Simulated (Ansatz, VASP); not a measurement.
Two plane-wave programs on HfO2

```
Hf O
1.0
     4.83012    0.00000    0.00000
     0.00000    4.83012    0.00000
     0.00000    0.00000    3.20972
Hf O
2 4
Direct
  0.00000 0.00000 0.00000
  0.50000 0.50000 0.50000
  0.19497 0.80503 0.50000
  0.30503 0.30503 0.00000
  0.69497 0.69497 0.00000
  0.80503 0.19497 0.50000
```

Alike in both runs: functional PBEsol; k mesh 6 × 6 × 8; occupations gaussian, width 0.02 eV; no spin polarisation.

Ansatz relaxed the structure, and its values are those at the end. VASP's run is a single point on that final structure, the one shown.

|  | VASP | Ansatz |
| --- | --- | --- |
| version | VASP 6.6.1 | Ansatz 0.2.0 |
| potentials or method | VASP PAW PBE potentials, release 64 (Hf_pv, O), cutoff 520 eV | scalar-relativistic, plane waves, PAW |
| valence electrons in the cell | 44 | 76 |

|  | VASP | Ansatz | Ansatz less VASP |
| --- | --- | --- | --- |
| gap on the k mesh at the Fermi level (eV) | 3.84 | 3.89 | +0.055 |
| least direct gap on the mesh (eV) | 3.84 | 3.89 | +0.055 |
| pressure (GPa) | -2.7 | 0.0 | +2.69 |
| rms of the force components (eV/Å) | 0.022 | 0.000 | -0.0223 |

VASP's potentials were made for PBE, not for PBEsol. With one functional, cell and mesh, what is left measures potentials, basis and numerics. VASP's potentials hold 44 valence electrons a cell and Ansatz's 76, so a difference there can come from the potentials and not from the codes.

Spin-orbit coupling is off throughout.
